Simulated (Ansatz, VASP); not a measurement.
## One calculation of BAs, two programs

```
CELL_PARAMETERS angstrom
0.00000 2.29296 2.38850
2.29296 0.00000 2.38850
2.29296 2.29296 0.00000
ATOMIC_POSITIONS crystal
B 0.00000 0.00000 0.00000
As 0.75000 0.75000 0.75000
```

Change from the starting cell: strain -0.040 along x and y, +0.000 along z, atoms carried along.

Alike in both runs: task single point; functional PBE; k mesh 10 × 10 × 10; occupations gaussian, width 0.05 eV; no spin polarisation.

```csv
,VASP,Ansatz
version,VASP 6.6.1,Ansatz 0.2.0
potentials or method,"VASP PAW PBE potentials, release 64 (B, As), cutoff 520 eV","scalar-relativistic, plane waves, PAW"
valence electrons in the cell,8,18
```

```tsv
	VASP	Ansatz	Ansatz less VASP
gap on the k mesh at the Fermi level (eV)	0.76	0.77	+0.010
least direct gap on the mesh (eV)	3.16	3.17	+0.004
pressure (GPa)	17.4	16.5	-0.97
traceless stress, the component that is largest in VASP (GPa)	-6.38	-6.42	-0.040
```

VASP's potentials hold 8 valence electrons a cell and Ansatz's 18, so a difference there can come from the potentials and not from the codes.
